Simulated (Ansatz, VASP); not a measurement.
One calculation of NaH, two programs

POSCAR

```
NaH
1.0
    2.9899036677      0.0000000000      0.0000000000
    0.0000000000      2.9899036677      0.0000000000
    0.0000000000      0.0000000000      2.9899036677
Na H
1 1
Direct
    0.0000000000      0.0000000000      0.0000000000
    0.5000000000      0.5000000000      0.5000000000
```

File INCAR.step1:

```
PREC = Accurate ; ENCUT = 520
ISMEAR = 0 ; SIGMA = 0.01
LREAL = F ; LASPH = T
NELM = 80 ; NBANDS = 11
GGA = PE ; ALGO = Normal
EDIFF = 1E-4 ; LWAVE = T
LCHARG = F
```

Contents of INCAR.step2:

```
PREC = Accurate ; ENCUT = 520
EDIFF = 1E-7 ; ISMEAR = 0
SIGMA = 0.01 ; LREAL = F
LASPH = T ; NELM = 80
ALGO = Normal ; ISIF = 2
LWAVE = F ; LCHARG = T
METAGGA = R2SCAN ; LMIXTAU = T
LELF = T ; LVHAR = T
NBANDS = 11 ; ISTART = 1
```

KPOINTS

```
regular mesh
0
Gamma
  8 8 8
```

Input for Ansatz:

```yaml
crystal:
  lattice:
    - [2.9899036677, 0.0, 0.0]
    - [0.0, 2.9899036677, 0.0]
    - [0.0, 0.0, 2.9899036677]
  atoms:
    - { symbol: Na, position: [0.0, 0.0, 0.0] }
    - { symbol: H, position: [0.5, 0.5, 0.5] }
kpoints:
  mp_grid: { grid: [8, 8, 8] }
hamiltonian:
  xc: r2scan
scf:
  occupations: { method: fixed }
  n_extra_bands: 4
output:
  forces: true
  stress: true
  eigenvalues: true
```

Alike in both runs: task single point; functional r2SCAN; k mesh 8 × 8 × 8; no spin polarisation.

|  | VASP | Ansatz |
| --- | --- | --- |
| version | VASP 6.6.1 | Ansatz 0.2.0 |
| potentials or method | VASP PAW PBE potentials, release 64 (Na_pv, H) | plane waves, PAW |
| plane-wave cutoff (eV) | 520 | 500 |
| occupations | gaussian, width 0.01 eV | fixed |
| valence electrons in the cell | 8 | 10 |

```tsv
	VASP	Ansatz	Ansatz less VASP
gap on the k mesh at the Fermi level (eV)	1.60	1.59	-0.011
pressure (GPa)	-1.6	-1.3	+0.33
```

VASP's potentials were made for PBE, not for r2SCAN. VASP's potentials hold 8 valence electrons a cell and Ansatz's 10, so a difference there can come from the potentials and not from the codes.
